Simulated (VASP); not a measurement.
Write the native input for VASP 6.6.1 that does the following.

| Quantity | Value |
| --- | --- |
| Task | single point |
| Functional | LDA |
| Potentials or basis | VASP PAW LDA potentials, release 64 (Si, C) |
| Cutoff | 600 eV |
| k mesh | 9 × 9 × 9 |
| Occupations | gaussian, width 0.01 eV |
| Spin | no spin polarisation |
| Dipole correction | no |
| Further INCAR settings | ALGO = Normal; EDIFF = 1e-06; NBANDS = 11 |

The structure of SiC lies in POSCAR:

```
SiC
1.0
    0.0000000000      2.1769970000      2.1769970000
    2.1769970000      0.0000000000      2.1769970000
    2.1769970000      2.1769970000      0.0000000000
Si C
1 1
Direct
    0.2500000000      0.2500000000      0.2500000000
    0.0000000000      0.0000000000      0.0000000000
```

One way to write it, as run:

INCAR

```
PREC = Accurate
ENCUT = 600
EDIFF = 1E-6
ISMEAR = 0
SIGMA = 0.01
LREAL = False
LASPH = True
NELM = 120
ALGO = Normal
ISIF = 2
LWAVE = False
LCHARG = True
LELF = True
LVHAR = True
NBANDS = 11
GGA_COMPAT = False
```

KPOINTS

```
Automatic mesh
0
Gamma
  9 9 9
```

Potentials or basis: VASP PAW LDA potentials, release 64 (Si, C).

Run with:

```bash
$ cat potpaw_LDA.64/Si/POTCAR potpaw_LDA.64/C/POTCAR > POTCAR
$ mpirun -np 1 vasp_std > vasp.out
```

Results of the run:

* Pressure: -3.6 GPa
* Band gap on the k mesh: 1.45 eV, indirect (least direct gap 4.58 eV)

Wall time 12 s on 1 thread of AMD EPYC 9R45 (Zen 5), with other jobs on the host, peak memory 0.1 GiB.
